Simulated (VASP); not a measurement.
# ZnS (Cm) in VASP: notebook

Runs on ZnS. Level: r2SCAN. Tasks: single point.

All numbers are computed with VASP 6.6.1; they aren't measurements. Logs are shortened: lines on timing, memory, paths and dates and some standing lists are left out, and cuts for length are marked.

## 1. The cell of the first run

Symmetry: Cm, No. 8, monoclinic system. The conventional cell has a = 6.601 Å, b = 3.811 Å, c = 12.768 Å, α = 90.00°, β = 102.44°, γ = 90.00°. Zn (site symmetry m) has 4 S at 2.31 to 2.40 Å within 3.1 Å. Within 3.1 Å of Zn (site symmetry m) lie 4 S at 2.31 to 2.40 Å. Within 3.2 Å of Zn (site symmetry m) lie 5 S at 2.31 to 3.11 Å. Zn (site symmetry m) has 4 S at 2.31 to 2.40 Å within 3.1 Å. S (site symmetry m) has 4 Zn at 2.31 to 2.40 Å and 1 S at 3.17 Å within 3.2 Å. Within 3.1 Å of S (site symmetry m) lie 4 Zn at 2.31 to 2.40 Å. Within 3.2 Å of S (site symmetry m) lie 5 Zn at 2.31 to 3.11 Å and 1 S at 3.17 Å. S (site symmetry m) has 4 Zn at 2.31 to 2.40 Å within 3.1 Å.

## 2. Single point, r2SCAN (the part above a cut slid along it)

POSCAR

```
ZnS
1.0
   -3.8109987816      0.0000000000      0.0000000000
   -1.9054993908     -3.3004217586      0.0000000000
   -3.3344333839     -1.9251360118     12.4680000000
Zn S
4 4
Direct
   -0.0479990417     -0.0479990417      0.6537500000
    0.2436509583      0.2436509583      0.1537500000
    0.1395092917      0.1395092917      0.9037500000
    0.4311592917      0.4311592917      0.4037500000
   -0.1602842917     -0.1602842917      0.8462500000
    0.1313657083      0.1313657083      0.3462500000
    0.6105240417      0.6105240417      0.0962500000
    0.3188740417      0.3188740417      0.5962500000
```

INCAR.step1

```
PREC = Accurate ; ENCUT = 520
ISMEAR = 0 ; SIGMA = 0.05
LREAL = F ; LASPH = T
NELM = 60 ; NBANDS = 46
GGA = PE ; ALGO = Normal
EDIFF = 1E-4 ; LWAVE = T
LCHARG = F
```

INCAR.step2

```
PREC = Accurate ; ENCUT = 520
EDIFF = 1E-6 ; ISMEAR = 0
SIGMA = 0.05 ; LREAL = F
LASPH = T ; NELM = 60
ALGO = Normal ; ISIF = 2
LWAVE = F ; LCHARG = T
METAGGA = R2SCAN ; LMIXTAU = T
LELF = T ; LVHAR = T
NBANDS = 46 ; ISTART = 1
```

KPOINTS

```
Automatic mesh
0
Gamma
  7 7 2
```

Potentials or basis: VASP PAW PBE potentials, release 64 (Zn, S).

Run with:

```sh
> cat potpaw_PBE.64/Zn/POTCAR potpaw_PBE.64/S/POTCAR > POTCAR
> cp INCAR.step1 INCAR
> mpirun -np 1 vasp_std > vasp.out
> cp INCAR.step2 INCAR
> mpirun -np 1 vasp_std > vasp.out
```

OUTCAR:

```text
PREC = Accurate
   ENCUT = 520
   EDIFF = 1E-6
   ISMEAR = 0
   LREAL = F
   LASPH = T
   NELM = 60
   ISIF = 2
   METAGGA = R2SCAN
   ISTART = 1

 ion  position               nearest neighbor table
   1  0.952  0.952  0.654-   8 2.31   8 2.31   8 2.31   5 2.40
   2  0.244  0.244  0.154-   7 2.31   7 2.31   7 2.31   6 2.40
   3  0.140  0.140  0.904-   5 2.31   5 2.31   5 2.31
   4  0.431  0.431  0.404-   6 2.31   6 2.31   6 2.31   8 2.40
   5  0.840  0.840  0.846-   3 2.31   3 2.31   3 2.31   1 2.40
   6  0.131  0.131  0.346-   4 2.31   4 2.31   4 2.31   2 2.40
   7  0.611  0.611  0.096-   2 2.31   2 2.31   2 2.31
   8  0.319  0.319  0.596-   1 2.31   1 2.31   1 2.31   4 2.40

  LATTYP: Found a base centered monoclinic cell.
 ALAT       =     6.6008435173
 B/A-ratio  =     0.5773502692
 C/A-ratio  =     1.9342676487
 COS(beta)  =    -0.2154303725

  Lattice vectors:

 A1 = (  -3.8109987816,   0.0000000000,   0.0000000000)
 A2 = (  -1.9054993908,  -3.3004217586,   0.0000000000)
 A3 = (   2.3820647885,   1.3752857468,  12.4680000000)

Analysis of symmetry for initial positions (statically):
=====================================================================
 Subroutine PRICEL returns:
 Original cell was already a primitive cell.

 Routine SETGRP: Setting up the symmetry group for a
 base centered monoclinic supercell.

 Subroutine GETGRP returns: Found  2 space group operations
 (whereof  2 operations were pure point group operations)
 out of a pool of  4 trial point group operations.

The static configuration has the point symmetry C_1h.

Analysis of symmetry for dynamics (positions and initial velocities):
=====================================================================
 Subroutine PRICEL returns:
 Original cell was already a primitive cell.

 Routine SETGRP: Setting up the symmetry group for a
 base centered monoclinic supercell.

 Subroutine GETGRP returns: Found  2 space group operations
 (whereof  2 operations were pure point group operations)
 out of a pool of  4 trial point group operations.

The dynamic configuration has the point symmetry C_1h.

 Subroutine INISYM returns: Found  2 space group operations
 (whereof  2 operations are pure point group operations),
 and found     1 'primitive' translations

----------------------------------------------------------------------------------------

                                     Primitive cell

  volume of cell :     156.8213

  direct lattice vectors                    reciprocal lattice vectors
    -3.810998782  0.000000000  0.000000000    -0.262398405  0.151495789 -0.046783766
    -1.905499391 -3.300421759  0.000000000     0.000000000 -0.302991579 -0.046783766
    -3.334433384 -1.925136012 12.468000000     0.000000000  0.000000000  0.080205326

  length of vectors
     3.810998782  3.810998782 13.048970023     0.306582155  0.306582155  0.080205326

  position of ions in fractional coordinates (direct lattice)
     0.952000958  0.952000958  0.653750000
     0.243650958  0.243650958  0.153750000
     0.139509292  0.139509292  0.903750000
     0.431159292  0.431159292  0.403750000
     0.839715708  0.839715708  0.846250000
     0.131365708  0.131365708  0.346250000
     0.610524042  0.610524042  0.096250000
     0.318874042  0.318874042  0.596250000

  ion indices of the primitive-cell ions
   primitive index   ion index
                 1           1
                 2           2
                 3           3
                 4           4
                 5           5
                 6           6
                 7           7
                 8           8

----------------------------------------------------------------------------------------

 KPOINTS: Automatic mesh

Automatic generation of k-mesh.
 Grid dimensions read from file:
 generate k-points for:    7    7    2

 Generating k-lattice:

  Cartesian coordinates                     Fractional coordinates (reciprocal lattice)
    -0.037485486  0.021642256 -0.006683395     0.142857143 -0.000000000 -0.000000000
     0.000000000 -0.043284511 -0.006683395     0.000000000  0.142857143  0.000000000
     0.000000000  0.000000000  0.040102663     0.000000000  0.000000000  0.500000000

  Length of vectors
     0.043797451  0.043797451  0.040102663

  Shift w.r.t. Gamma in fractional coordinates (k-lattice)
     0.000000000  0.000000000  0.000000000

 Subroutine IBZKPT returns following result:
 ===========================================

 Found     32 irreducible k-points:

 Following reciprocal coordinates:
            Coordinates               Weight
  0.000000  0.000000  0.000000      1.000000
  0.142857  0.000000  0.000000      4.000000
  0.285714 -0.000000 -0.000000      4.000000
  0.428571  0.000000 -0.000000      4.000000
  0.142857  0.142857  0.000000      2.000000
  0.285714  0.142857 -0.000000      4.000000
[... 16 lines left out ...]
  0.428571  0.142857  0.500000      4.000000
 -0.428571  0.142857  0.500000      4.000000
[... 41 lines left out ...]
  Fermi-wavevector in a.u.,A,eV,Ry     =   1.262944  2.386617 21.701656  1.595027
  Thomas-Fermi vector in A             =   2.396326
   LORBIT       =      0    0 simple, 1 ext, 2 COOP (PROOUT), +10 PAW based schemes
   METAGGA = R2SCAN    functional components
   LHFCALC =     F    Hartree Fock is set to
   AEXX    =    0.0000 exact exchange contribution
   IVDW    =     0    specifies the selected vdW correction
   LEPSILON=     F    determine dielectric tensor
   LRPA    =     F    only Hartree local field effects (RPA)
 non-spin polarized calculation
 Gauss-broadening in eV      SIGMA  =   0.05
  energy-cutoff  :      520.00
  volume of cell :      156.82
 maximum number of plane-waves:      4241
   NGX = 15   NGY = 15   NGZ = 49

 number of electron      72.0000002 magnetization

 Free energy of the ion-electron system (eV)
  ---------------------------------------------------
  ext. energy  EPLUGINS =         0.00000000
  ---------------------------------------------------
  free energy    TOTEN  =       -74.45637840 eV

  energy without entropy =      -74.45637840  energy(sigma->0) =      -74.45637840

 E-fermi :   2.4995     XC(G=0): -10.3281

 val. band max:        2.2344041188   @ k =   0.0000   0.0000   0.0000
 cond. band min:       4.0863109255   @ k =   0.0000   0.0000   0.0000
 fundamental gap:      1.8519068067
 Fermi energy:         2.4994773363

 k-point     1 :       0.0000    0.0000    0.0000
  band No.  band energies     occupation
      1     -12.0311      2.00000
      2     -11.4511      2.00000
      3     -11.1296      2.00000
      4     -10.5915      2.00000
      5      -5.2342      2.00000
      6      -5.2311      2.00000
[... 38 lines left out ...]
     45       8.9365      0.00000
     46       8.9796      0.00000

 k-point     2 :       0.1429    0.0000    0.0000
  band No.  band energies     occupation
      1     -11.9013      2.00000
      2     -11.3381      2.00000
      3     -11.0029      2.00000
      4     -10.4955      2.00000
      5      -5.2279      2.00000
      6      -5.1960      2.00000
[... 38 lines left out ...]
     45       9.0401      0.00000
     46       9.3704      0.00000

 k-point     3 :       0.2857   -0.0000   -0.0000
  band No.  band energies     occupation
      1     -11.5820      2.00000
      2     -11.0556      2.00000
      3     -10.7060      2.00000
      4     -10.2646      2.00000
      5      -5.1888      2.00000
      6      -5.1148      2.00000
[... 38 lines left out ...]
     45       9.7752      0.00000
     46      10.0756      0.00000

 k-point     4 :       0.4286    0.0000   -0.0000
  band No.  band energies     occupation
      1     -11.2902      2.00000
      2     -10.7908      2.00000
      3     -10.4603      2.00000
      4     -10.0585      2.00000
      5      -5.1288      2.00000
      6      -5.0573      2.00000
[... 920 lines left out ...]
     45       8.8945      0.00000
     46       9.4463      0.00000

 k-point    23 :       0.4286    0.1429    0.5000
  band No.  band energies     occupation
      1     -11.3639      2.00000
      2     -10.8499      2.00000
      3     -10.5258      2.00000
      4     -10.1079      2.00000
      5      -5.1084      2.00000
      6      -5.0685      2.00000
[... 38 lines left out ...]
     45       9.3861      0.00000
     46       9.6714      0.00000

 k-point    24 :      -0.4286    0.1429    0.5000
  band No.  band energies     occupation
      1     -11.2091      2.00000
      2     -10.7111      2.00000
      3     -10.3985      2.00000
      4      -9.9999      2.00000
      5      -5.0827      2.00000
      6      -5.0271      2.00000
[... 38 lines left out ...]
     45       9.3749      0.00000
     46       9.9102      0.00000

 [... further k-points ...]
[... 5 lines left out ...]
  --------------------------------------------------------------------------------------
  -------------------------------------------------------------------------------------
  Total       -0.2664193     -0.8114594      1.4064902      0.4720185      0.6436149      1.1148298
  in kB       -2.7218944     -8.2903396     14.3695193      4.8224150      6.5755426     11.3897474
  external PRESSURE =       1.1190951 kB  Pullay stress =       0.0000000 kB

 VOLUME and BASIS-vectors are now :
 -----------------------------------------------------------------------------
  energy-cutoff  :      520.00
  volume of cell :      156.82
      direct lattice vectors                 reciprocal lattice vectors
    -3.810998782  0.000000000  0.000000000    -0.262398405  0.151495789 -0.046783766
    -1.905499391 -3.300421759  0.000000000     0.000000000 -0.302991579 -0.046783766
    -3.334433384 -1.925136012 12.468000000     0.000000000  0.000000000  0.080205326

 POSITION                                       TOTAL-FORCE (eV/Angst)
 -----------------------------------------------------------------------------------
     -7.62200     -4.40056      8.15096        -0.041694     -0.024072      0.140797
     -1.90550     -1.10014      1.91696        -0.117829     -0.068028      0.442069
     -3.81100     -2.20028     11.26796        -0.040503     -0.023384      0.049731
     -3.81100     -2.20028      5.03396         0.008171      0.004717      0.094500
     -7.62200     -4.40056     10.55104        -0.233580     -0.134857     -0.497549
     -1.90550     -1.10014      4.31704         0.024812      0.014325     -0.085775
     -3.81100     -2.20028      1.20004         0.414607      0.239373      0.003217
     -3.81100     -2.20028      7.43404        -0.013984     -0.008074     -0.146990
 -----------------------------------------------------------------------------------
    total drift:                               -0.000798     -0.000461      0.026994

  FREE ENERGIE OF THE ION-ELECTRON SYSTEM (eV)
  ---------------------------------------------------
  free  energy   TOTEN  =       -74.4563784008 eV

  energy  without entropy=      -74.4563784008  energy(sigma->0) =      -74.45637840
```

Wall time 27 min (1 thread of Intel Xeon 8259CL, shared host); peak memory 0.4 GiB.

Results:

```
Free energy            : -74.4564 eV
Pressure               : 0.1 GPa
Largest force          : 0.566 eV/Å
Band gap on the k mesh : 1.85 eV
```

Forces on the atoms (eV/Å):
```
Zn  -0.042 -0.024  0.141
Zn  -0.118 -0.068  0.442
Zn  -0.041 -0.023  0.050
Zn   0.008  0.005  0.095
S   -0.234 -0.135 -0.498
S    0.025  0.014 -0.086
S    0.415  0.239  0.003
S   -0.014 -0.008 -0.147
```

Caveat: the cell differs from its parent crystal (the part above a cut slid along it); the PAW data sets were made with another functional, which shifts forces and pressure a little. A k mesh can miss the band edges.

## 3. Single point, r2SCAN (the part above a cut slid along it)

POSCAR

```
ZnS
1.0
   -3.8109987816      0.0000000000      0.0000000000
   -1.9054993908     -3.3004217586      0.0000000000
   -4.2873736293     -2.4753163190     12.4680000000
Zn S
4 4
Direct
   -0.1569791667     -0.1569791667      0.6537500000
    0.2180208333      0.2180208333      0.1537500000
   -0.0111458333     -0.0111458333      0.9037500000
    0.3638541667      0.3638541667      0.4037500000
   -0.3013541667     -0.3013541667      0.8462500000
    0.0736458333      0.0736458333      0.3462500000
    0.5944791667      0.5944791667      0.0962500000
    0.2194791667      0.2194791667      0.5962500000
```

INCAR.step1

```
SYSTEM = ZnS
PREC     = Accurate       ! precision mode
ENCUT    = 520            ! plane-wave cutoff, eV
ISMEAR   = 0              ! smearing method
SIGMA    = 0.05           ! smearing width, eV
LREAL    = .FALSE.        ! projectors in reciprocal space
LASPH    = .TRUE.         ! aspherical terms in the spheres
NELM     = 80             ! most SCF steps
NBANDS   = 46             ! bands
GGA      = PE             ! functional
ALGO     = Normal         ! electronic algorithm
EDIFF    = 1E-4           ! SCF threshold, eV
LWAVE    = .TRUE.         ! write WAVECAR
LCHARG   = .FALSE.        ! write CHGCAR
```

INCAR.step2

```
SYSTEM = ZnS
PREC     = Accurate       ! precision mode
ENCUT    = 520            ! plane-wave cutoff, eV
EDIFF    = 1E-6           ! SCF threshold, eV
ISMEAR   = 0              ! smearing method
SIGMA    = 0.05           ! smearing width, eV
LREAL    = .FALSE.        ! projectors in reciprocal space
LASPH    = .TRUE.         ! aspherical terms in the spheres
NELM     = 80             ! most SCF steps
ALGO     = Normal         ! electronic algorithm
ISIF     = 2              ! what is computed and relaxed
LWAVE    = .FALSE.        ! write WAVECAR
LCHARG   = .FALSE.        ! write CHGCAR
METAGGA  = R2SCAN         ! meta-GGA
LMIXTAU  = .TRUE.       
NBANDS   = 46             ! bands
ISTART   = 1
```

KPOINTS

```
Automatic mesh
0
G
  7 7 2
  0 0 0
```

Potentials or basis: VASP PAW PBE potentials, release 64 (Zn, S).

Run with:

```sh
> cat potpaw_PBE.64/Zn/POTCAR potpaw_PBE.64/S/POTCAR > POTCAR
> cp INCAR.step1 INCAR
> mpirun -np 1 vasp_std > vasp.out
> cp INCAR.step2 INCAR
> mpirun -np 1 vasp_std > vasp.out
```

Run time: 21 min. Hardware: 1 thread of Intel Xeon 8259CL, shared host; peak memory 0.4 GiB.

Results (log left out):

- Free energy: -74.5152 eV
- Pressure: 0.1 GPa
- Largest force: 0.743 eV/Å
- Band gap on the k mesh: 1.92 eV

Forces in eV/Å, atoms in the order of the input:
```
Zn   0.036  0.021  0.144
Zn   0.114  0.066  0.434
Zn   0.227  0.131  0.089
Zn   0.000  0.000  0.123
S    0.281  0.162 -0.506
S   -0.031 -0.018 -0.097
S   -0.643 -0.371 -0.032
S    0.016  0.009 -0.154
```

Stress tensor (GPa, compression positive):
```
-0.53 -0.14 -1.82
-0.14 -0.37 -1.05
-1.82 -1.05  1.16
```

Levels at points of the mesh, in eV from the valence-band top:
```csv
k point,band 32,band 33,band 34,band 35,band 36,band 37,band 38,band 39,band 40,band 41
"(0.00, 0.00, 0.00)",-0.53,-0.53,-0.25,-0.19,0.00,1.92,3.21,3.61,3.96,6.18
"(0.00, 0.00, 0.50)",-0.83,-0.59,-0.57,-0.20,-0.17,2.29,3.34,3.48,3.83,6.16
```

Caveat: the cell differs from its parent crystal (the part above a cut slid along it); the PAW data sets were made with another functional, which shifts forces and pressure a little. A k mesh can miss the band edges.

## 4. Single point, r2SCAN (the part above a cut slid along it)

POSCAR

```
ZnS
1.0
   -3.8109987816      0.0000000000      0.0000000000
   -1.9054993908     -3.3004217586      0.0000000000
   -5.2403138746     -3.0254966261     12.4680000000
Zn S
4 4
Direct
   -0.2659592917     -0.2659592917      0.6537500000
    0.1923907083      0.1923907083      0.1537500000
   -0.1618009583     -0.1618009583      0.9037500000
    0.2965490417      0.2965490417      0.4037500000
   -0.4424240417     -0.4424240417      0.8462500000
    0.0159259583      0.0159259583      0.3462500000
    0.5784342917      0.5784342917      0.0962500000
    0.1200842917      0.1200842917      0.5962500000
```

INCAR.step1

```
ALGO = Normal ; EDIFF = 1E-4
ENCUT = 520 ; GGA = PE
ISMEAR = 0 ; LASPH = T
LCHARG = F ; LREAL = F
LWAVE = T ; NBANDS = 46
NELM = 80 ; PREC = Accurate
SIGMA = 0.05
```

INCAR.step2

```
ALGO = Normal ; EDIFF = 1E-6
ENCUT = 520 ; ISIF = 2
ISMEAR = 0 ; ISTART = 1
LASPH = T ; LCHARG = F
LMIXTAU = T ; LREAL = F
LWAVE = F ; METAGGA = R2SCAN
NBANDS = 46 ; NELM = 80
PREC = Accurate ; SIGMA = 0.05
```

KPOINTS

```
k-points
0
Gamma
  7 7 2
```

Run with:

```sh
> cat potpaw_PBE.64/Zn/POTCAR potpaw_PBE.64/S/POTCAR > POTCAR
> cp INCAR.step1 INCAR
> mpirun -np 1 vasp_std > vasp.out
> cp INCAR.step2 INCAR
> mpirun -np 1 vasp_std > vasp.out
```

It took 8.4 min on 1 thread of AMD EPYC 9R45 (Zen 5), shared host; peak memory 0.38 GiB.

Results (log left out):

* Free energy: -75.2880 eV
* Pressure: 0.0 GPa
* Largest force: 0.616 eV/Å
* Band gap on the k mesh: 2.66 eV

Forces in eV/Å, atoms in the order of the input:
```
Zn   0.015  0.009  0.288
Zn   0.055  0.032  0.328
Zn   0.175  0.101  0.401
Zn  -0.015 -0.008  0.295
S    0.176  0.102 -0.315
S   -0.025 -0.014 -0.284
S   -0.388 -0.224 -0.422
S    0.006  0.003 -0.291
```

Stress tensor (GPa, compression positive):
```
 0.74  0.22 -1.21
 0.22  0.49 -0.70
-1.21 -0.70 -1.11
```

Levels at points of the mesh, in eV from the valence-band top:
```tsv
k point	band 34	band 35	band 36	band 37	band 38	band 39
(0.00, 0.00, 0.00)	-0.19	-0.14	0.00	2.66	3.43	3.89
(0.00, 0.00, 0.50)	-0.29	-0.23	-0.22	3.42	3.56	3.58
```

Caveat: the cell differs from its parent crystal (the part above a cut slid along it); the PAW data sets were made with another functional, which shifts forces and pressure a little.

## 5. Overview

```csv
cell,gap on the mesh (eV),pressure (GPa),largest force (eV/Å)
"a = 3.811, b = 3.811, c = 13.049 Å, angles 75.2, 75.2, 60.0°, 8 atoms",1.85,0.1,0.57
"a = 3.811, b = 3.811, c = 13.415 Å, angles 71.4, 71.4, 60.0°, 8 atoms",1.92,0.1,0.74
"a = 3.811, b = 3.811, c = 13.859 Å, angles 67.8, 67.8, 60.0°, 8 atoms",2.66,0.0,0.62
```

Alike in all rows: task single point; level r2SCAN; potentials or basis VASP PAW PBE potentials, release 64 (Zn, S); no spin polarisation; k mesh 7 × 7 × 2; cutoff (eV) 520; smearing gaussian 0.05 eV.

Caveats: the PAW data sets were made with another functional, which shifts forces and pressure a little.

Total energies depend on the potentials used, so only differences within one code and one set of settings carry meaning.
